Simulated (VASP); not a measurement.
# Zr in VASP: single point with PBE+D3(BJ)

Aim: the single point of Zr with PBE+D3(BJ).

Program: VASP 6.6.1. These are calculated values, not measurements. Logs are shortened: lines on timing, memory, paths and dates and some standing lists are left out, and cuts for length are marked.

**1. The cell of the first run**

The cell holds a slab with vacuum, 12 atoms: a = 6.371 Å, b = 5.110 Å, c = 26.154 Å, α = 90.00°, β = 90.00°, γ = 90.00°.

**2. Single point, PBE+D3(BJ)**

Contents of INCAR:

```
SYSTEM = Zr
PREC = Accurate ; ENCUT = 520
EDIFF = 1E-7 ; ISMEAR = 0
SIGMA = 0.1 ; LREAL = .False.
LASPH = .True. ; NELM = 80
ALGO = Normal ; ISIF = 2
LWAVE = .False. ; LCHARG = .False.
LDIPOL = .True. ; IDIPOL = 3
DIPOL = 0.5 0.5 0.428 ; GGA = PE
IVDW = 12 ; NBANDS = 84
```

Contents of KPOINTS:

```
Automatic mesh
0
Gamma
  3 4 1
  0 0 0
```

Contents of POSCAR:

```
Zr
1.0
    6.3710095759      0.0000000000      0.0000000000
    0.0000000000      5.1100856935      0.0000000000
    0.0000000000      0.0000000000     26.1537321639
Zr
12
Direct
    0.5000000000      0.7500000000      0.3058836861
    0.0000000000      0.7500000000      0.3058836861
    0.7500000000      0.2500000000      0.3410440990
    0.2500000000      0.2500000000      0.3410440990
    0.7500000000      0.7500000000      0.4113649250
    0.2500000000      0.7500000000      0.4113649250
   -0.0002624642      0.2499568590      0.4456575523
    0.5002691331      0.2499018002      0.4456062000
   -0.0040825945      0.7473946768      0.5153308184
    0.5045221754      0.7473216282      0.5154583582
    0.2505411479      0.2480534379      0.5451206761
    0.7496875920      0.2415052974      0.5517692720
```

Potentials or basis: VASP PAW PBE potentials, release 64 (Zr_sv).

Started as:

```sh
$ cat potpaw_PBE.64/Zr_sv/POTCAR > POTCAR
$ mpirun -np 1 vasp_std > vasp.out
```

OUTCAR:

```text
SYSTEM = Zr
   PREC = Accurate
   ENCUT = 520
   EDIFF = 1E-7
   ISMEAR = 0
   LREAL = .False.
   LASPH = .True.
   NELM = 80
   ISIF = 2
   GGA = PE
   IVDW = 12
 IVDW          = 12

 ion  position               nearest neighbor table
   1  0.500  0.750  0.306-   3 3.15   4 3.15   3 3.15   4 3.15   2 3.19   2 3.19   6 3.19   5 3.19

   2  0.000  0.750  0.306-   3 3.15   4 3.15   3 3.15   4 3.15   1 3.19   1 3.19   6 3.19   5 3.19

   3  0.750  0.250  0.341-   1 3.15   2 3.15   1 3.15   2 3.15   5 3.15   5 3.15   8 3.16   7 3.17
                             4 3.19   4 3.19
   4  0.250  0.250  0.341-   1 3.15   2 3.15   1 3.15   2 3.15   6 3.15   6 3.15   8 3.17   7 3.17
                             3 3.19   3 3.19
   5  0.750  0.750  0.411-   9 3.14  10 3.14   8 3.14   7 3.14   8 3.14   7 3.14   3 3.15   3 3.15
                             6 3.19   6 3.19   1 3.19   2 3.19
   6  0.250  0.750  0.411-   8 3.14   7 3.14   8 3.14   7 3.14   4 3.15   4 3.15   9 3.16  10 3.17
                             5 3.19   5 3.19   1 3.19   2 3.19
   7  1.000  0.250  0.446-  11 3.05   9 3.13   5 3.14   5 3.14   6 3.14   6 3.14   9 3.15   3 3.17
                             4 3.17   8 3.18   8 3.19  12 3.20
   8  0.500  0.250  0.446-  11 3.05  10 3.13   5 3.14   5 3.14   6 3.14   6 3.14  10 3.15   3 3.16
                             4 3.17   7 3.18   7 3.19  12 3.20
   9  0.996  0.747  0.515-  12 3.12  11 3.12   7 3.13  11 3.13  10 3.13   5 3.14   7 3.15   6 3.16
                            12 3.17  10 3.24
  10  0.505  0.747  0.515-  12 3.12  11 3.12  11 3.13   8 3.13   9 3.13   5 3.14   8 3.15  12 3.17
                             6 3.17   9 3.24
  11  0.251  0.248  0.545-   8 3.05   7 3.05  10 3.12   9 3.12  10 3.13   9 3.13  12 3.18  12 3.20

  12  0.750  0.242  0.552-  10 3.12   9 3.12  10 3.17   9 3.17  11 3.18  11 3.20   8 3.20   7 3.20

  LATTYP: Found a simple orthorhombic cell.
 ALAT       =     5.1100856935
 B/A-ratio  =     1.2467520034
 C/A-ratio  =     5.1180613658

  Lattice vectors:

 A1 = (   0.0000000000,  -5.1100856935,   0.0000000000)
 A2 = (   6.3710095759,   0.0000000000,   0.0000000000)
 A3 = (   0.0000000000,   0.0000000000,  26.1537321639)

Analysis of symmetry for initial positions (statically):
=====================================================================
 Subroutine PRICEL returns:
 Original cell was already a primitive cell.

 Routine SETGRP: Setting up the symmetry group for a
 simple orthorhombic supercell.

 Subroutine GETGRP returns: Found  1 space group operations
 (whereof  1 operations were pure point group operations)
 out of a pool of  8 trial point group operations.

The static configuration has the point symmetry C_1 .

Analysis of symmetry for dynamics (positions and initial velocities):
=====================================================================
 Subroutine PRICEL returns:
 Original cell was already a primitive cell.

 Routine SETGRP: Setting up the symmetry group for a
 simple orthorhombic supercell.

 Subroutine GETGRP returns: Found  1 space group operations
 (whereof  1 operations were pure point group operations)
 out of a pool of  8 trial point group operations.

The dynamic configuration has the point symmetry C_1 .

 Subroutine INISYM returns: Found  1 space group operations
 (whereof  1 operations are pure point group operations),
 and found     1 'primitive' translations

----------------------------------------------------------------------------------------

                                     Primitive cell

  volume of cell :     851.4715

  direct lattice vectors                    reciprocal lattice vectors
     6.371009576  0.000000000  0.000000000     0.156960995  0.000000000  0.000000000
     0.000000000  5.110085694  0.000000000     0.000000000  0.195691435  0.000000000
     0.000000000  0.000000000 26.153732164     0.000000000  0.000000000  0.038235461

  length of vectors
     6.371009576  5.110085694 26.153732164     0.156960995  0.195691435  0.038235461

  position of ions in fractional coordinates (direct lattice)
     0.500000000  0.750000000  0.305883686
[... 38 lines left out ...]
     0.052320332  0.000000000  0.000000000     0.333333333  0.000000000  0.000000000
     0.000000000  0.048922859  0.000000000     0.000000000  0.250000000  0.000000000
     0.000000000  0.000000000  0.038235461     0.000000000  0.000000000  1.000000000

  Length of vectors
     0.052320332  0.048922859  0.038235461

  Shift w.r.t. Gamma in fractional coordinates (k-lattice)
     0.000000000  0.000000000  0.000000000

 Subroutine IBZKPT returns following result:
 ===========================================

 Found      7 irreducible k-points:

 Following reciprocal coordinates:
            Coordinates               Weight
  0.000000  0.000000  0.000000      1.000000
  0.333333  0.000000  0.000000      2.000000
  0.000000  0.250000  0.000000      2.000000
  0.333333  0.250000  0.000000      2.000000
 -0.333333  0.250000  0.000000      2.000000
  0.000000  0.500000  0.000000      1.000000
  0.333333  0.500000  0.000000      2.000000
   k-points           NKPTS =      7   k-points in BZ     NKDIM =      7   number of bands    NBANDS=     84
   number of dos      NEDOS =    301   number of ions     NIONS =     12
   total plane-waves  NPLWV = 376320
   dimension x,y,z NGX =    48 NGY =   40 NGZ =  196
   dimension x,y,z NGXF=    96 NGYF=   80 NGZF=  392
   ions per type =              12
   NGX,Y,Z   is equivalent  to a cutoff of  12.53, 13.01, 12.46 a.u.
   NGXF,Y,Z  is equivalent  to a cutoff of  25.05, 26.03, 24.92 a.u.
 SYSTEM =  Zr
   PREC   = accura    normal or accurate (medium, high low for compatibility)
   ISTART =      0    job   : 0-new  1-cont  2-samecut
   ICHARG =      2    charge: 1-file 2-atom 10-const
   ISPIN  =      1    spin polarized calculation?
   LNONCOLLINEAR =      F non collinear calculations
   LSORBIT =      F    spin-orbit coupling
   LASPH  =      T    aspherical Exc in radial PAW
   ENCUT  =  520.0 eV  38.22 Ry    6.18 a.u.  11.85  9.50 48.63*2*pi/ulx,y,z
   NELM   =     80;   NELMIN=  2; NELMDL= -5     # of ELM steps
   EDIFF  = 0.1E-06   stopping-criterion for ELM
   LREAL  =      F    real-space projection
   EDIFFG = 0.1E-05   stopping-criterion for IOM
   NSW    =      0    number of steps for IOM
   IBRION =     -1    ionic relax: 0-MD 1-quasi-New 2-CG
   NFREE  =      0    steps in history (QN), initial steepest desc. (CG)
   ISIF   =      2    stress and relaxation
   ISYM   =      2    0-nonsym 1-usesym 2-fastsym
   POTIM  = 0.5000    time-step for ionic-motion
   TEBEG  =    0.0;   TEEND  =   0.0 temperature during run
   PSTRESS=    0.0 pullay stress
   NELECT =     144.0000    total number of electrons
   NUPDOWN=      -1.0000    fix difference up-down
   EMIN   =  10.00;   EMAX   =-10.00  energy-range for DOS
   EFERMI =   0.00;   METHOD = LEGACY
   ISMEAR =     0;   SIGMA  =   0.10  broadening in eV -4-tet -1-fermi 0-gaus
   EFERMI_NEDOS =   21; number of points for ismear=-14 and -15
   IALGO  =     38    algorithm
   IMIX   =      4    mixing-type and parameters
     AMIX     =   0.40;   BMIX     =  1.00
     AMIX_MAG =   1.60;   BMIX_MAG =  1.00
  volume/ion in A,a.u.               =      70.96       478.83
  Fermi-wavevector in a.u.,A,eV,Ry     =   0.905327  1.710821 11.151574  0.819618
  Thomas-Fermi vector in A             =   2.028882
   LORBIT       =      0    0 simple, 1 ext, 2 COOP (PROOUT), +10 PAW based schemes
   GGA     = PE    functional components
   LHFCALC =     F    Hartree Fock is set to
   AEXX    =    0.0000 exact exchange contribution
   IVDW    =    12    specifies the selected vdW correction
   LEPSILON=     F    determine dielectric tensor
   LRPA    =     F    only Hartree local field effects (RPA)
 non-spin polarized calculation
 Gauss-broadening in eV      SIGMA  =   0.10
  energy-cutoff  :      520.00
  volume of cell :      851.47
 maximum number of plane-waves:     23004
   NGX = 23   NGY = 19   NGZ = 97

 dipolmoment           0.000000      0.000000     -0.007229 electrons x Angstroem

 number of electron     144.0000000 magnetization

 dipolmoment           0.000000      0.000000      0.013015 electrons x Angstroem

 Free energy of the ion-electron system (eV)
  ---------------------------------------------------
  ext. energy  EPLUGINS =         0.00000000
  ---------------------------------------------------
  free energy    TOTEN  =       -95.60709556 eV

  energy without entropy =      -95.54403494  energy(sigma->0) =      -95.57556525

 E-fermi :   0.5180     XC(G=0):  -4.3752

 val. band max:        0.5051288039   @ k =  -0.3333   0.2500   0.0000
 cond. band min:       0.6154791688   @ k =   0.0000   0.2500   0.0000
 fundamental gap:      0.1103503649
 Fermi energy:         0.5179685443

 k-point     1 :       0.0000    0.0000    0.0000
  band No.  band energies     occupation
      1     -48.6033      2.00000
      2     -48.5980      2.00000
      3     -48.5398      2.00000
      4     -48.3942      2.00000
      5     -48.2015      2.00000
      6     -48.1496      2.00000
[... 598 lines left out ...]
     83       1.2178      0.00000
     84       1.2462      0.00000

------------------------ aborting loop because EDIFF is reached ----------------------------------------

 vacuum level on the upper side and lower side of the slab       (xc-potential included)        -0.036        -0.104

 Edisp (eV)   -4.53994

 E8    (eV) :    -2.4228

  FORCE on cell =-STRESS in cart. coord.  units (eV):
  Direction    XX          YY          ZZ          XY          YZ          ZX
  --------------------------------------------------------------------------------------
  -------------------------------------------------------------------------------------
  Total     -10.23704    -4.98970    -2.68305     0.00437     0.06688    -0.00964
  in kB     -19.26261    -9.38890    -5.04858     0.00822     0.12584    -0.01815
  external pressure =      -11.23 kB  Pullay stress =        0.00 kB

 VOLUME and BASIS-vectors are now :
 -----------------------------------------------------------------------------
  energy-cutoff  :      520.00
  volume of cell :      851.47
      direct lattice vectors                 reciprocal lattice vectors
     6.371009576  0.000000000  0.000000000     0.156960995  0.000000000  0.000000000
     0.000000000  5.110085694  0.000000000     0.000000000  0.195691435  0.000000000
     0.000000000  0.000000000 26.153732164     0.000000000  0.000000000  0.038235461

 POSITION                                       TOTAL-FORCE (eV/Angst)
 -----------------------------------------------------------------------------------
      3.18550      3.83256      8.00000         0.006424     -0.003906      0.417839
      0.00000      3.83256      8.00000        -0.005401     -0.004002      0.418198
      4.77826      1.27752      8.91958         0.000750      0.002679     -0.103723
      1.59275      1.27752      8.91958        -0.001827      0.001861     -0.079026
      4.77826      3.83256     10.75873        -0.001097      0.008355     -0.433565
      1.59275      3.83256     10.75873         0.003054      0.008411     -0.269652
      6.36934      1.27730     11.65561        -0.069729     -0.016695      0.125314
      3.18722      1.27702     11.65427         0.070830     -0.015878      0.127223
      6.34500      3.81925     13.47782         0.014422     -0.004145      0.024600
      3.21432      3.81888     13.48116        -0.014398     -0.003764      0.012261
      1.59620      1.26757     14.25694        -0.007954     -0.025510      0.129574
      4.77627      1.23411     14.43083         0.004927      0.052595     -0.369045
 -----------------------------------------------------------------------------------
    total drift:                               -0.000003     -0.000068      0.000101

  FREE ENERGIE OF THE ION-ELECTRON SYSTEM (eV)
  ---------------------------------------------------
  free  energy   TOTEN  =      -100.1470340037 eV

  energy  without entropy=     -100.0839733803  energy(sigma->0) =     -100.11550369

 vacuum level on the upper side and lower side of the slab         4.222         4.153
```

Run time: 28 min. Hardware: 1 thread of Intel Xeon 6975P-C (Granite Rapids), shared host; peak memory 0.87 GiB.

What came out:

- Free energy: -100.1470 eV
- Largest force: 0.434 eV/Å
- Band gap on the k mesh: zero (band 72 reaches 0.70 eV, above the bottom of band 73 at 0.44 eV)
- Dispersion energy per atom: -0.378 eV

Forces on the atoms (eV/Å):
```
Zr   0.006 -0.004  0.418
Zr  -0.005 -0.004  0.418
Zr   0.001  0.003 -0.104
Zr  -0.002  0.002 -0.079
Zr  -0.001  0.008 -0.434
Zr   0.003  0.008 -0.270
Zr  -0.070 -0.017  0.125
Zr   0.071 -0.016  0.127
Zr   0.014 -0.004  0.025
Zr  -0.014 -0.004  0.012
Zr  -0.008 -0.026  0.130
Zr   0.005  0.053 -0.369
```
